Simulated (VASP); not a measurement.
Wanted: the native input for a VASP 6.6.1 run.

* Task: single point
* Functional: r2SCAN
* Potentials or basis: VASP PAW PBE potentials, release 64 (Hf_pv, N)
* Cutoff: 520 eV
* k mesh: 24 × 24 × 24
* Occupations: gaussian, width 0.15 eV
* Spin: no spin polarisation
* Dipole correction: no
* Further INCAR settings: ALGO = Normal; EDIFF = 1e-06; NBANDS = 14

HfN:

```xyz
2
Lattice="0.0000 2.4458 2.4458 2.4458 0.0000 2.4458 2.4458 2.4458 0.0000" Properties=species:S:1:pos:R:3 pbc="T T T"
Hf    0.0000    0.0000    0.0000
N     3.6687    3.6687    3.6687
```

The input as run:

POSCAR

```
HfN
1.0
    0.0000000000      2.4458088211      2.4458088211
    2.4458088211      0.0000000000      2.4458088211
    2.4458088211      2.4458088211      0.0000000000
Hf N
1 1
Direct
    0.0000000000      0.0000000000      0.0000000000
    0.7500000000      0.7500000000      0.7500000000
```

INCAR.step1

```
PREC     = Accurate       # precision mode
ENCUT    = 520            # plane-wave cutoff, eV
ISMEAR   = 0              # smearing method
SIGMA    = 0.15           # smearing width, eV
LREAL    = False          # projectors in reciprocal space
LASPH    = True           # aspherical terms in the spheres
NELM     = 100            # most SCF steps
NBANDS   = 14             # bands
GGA      = PE             # functional
ALGO     = Normal         # electronic algorithm
EDIFF    = 1E-4           # SCF threshold, eV
LWAVE    = True           # write WAVECAR
LCHARG   = False          # write CHGCAR
```

INCAR.step2

```
PREC     = Accurate       # precision mode
ENCUT    = 520            # plane-wave cutoff, eV
EDIFF    = 1E-6           # SCF threshold, eV
ISMEAR   = 0              # smearing method
SIGMA    = 0.15           # smearing width, eV
LREAL    = False          # projectors in reciprocal space
LASPH    = True           # aspherical terms in the spheres
NELM     = 100            # most SCF steps
ALGO     = Normal         # electronic algorithm
ISIF     = 2              # what is computed and relaxed
LWAVE    = False          # write WAVECAR
LCHARG   = True           # write CHGCAR
METAGGA  = R2SCAN         # meta-GGA
LMIXTAU  = True         
LELF     = True           # ELF
LVHAR    = True         
NBANDS   = 14             # bands
ISTART   = 1
```

KPOINTS

```
Automatic mesh
0
Gamma
  24 24 24
```

Potentials or basis: VASP PAW PBE potentials, release 64 (Hf_pv, N).

Run with:

```bash
$ cat potpaw_PBE.64/Hf_pv/POTCAR potpaw_PBE.64/N/POTCAR > POTCAR
$ cp INCAR.step1 INCAR
$ mpirun -np 1 vasp_std > vasp.out
$ cp INCAR.step2 INCAR
$ mpirun -np 1 vasp_std > vasp.out
```

It gave:

```
Pressure               : -1.3 GPa
Band gap on the k mesh : zero (an odd number of electrons rules out a gap without spin polarisation)
```

Caveat: the PAW data sets were made with another functional, which shifts forces and pressure a little; spin-orbit coupling is left out, which moves the levels of the heavy elements.

It took 4.5 min on 1 thread of Intel(R) Xeon(R) 6975P-C (Granite Rapids), on a shared host, peak memory 0.3 GiB.
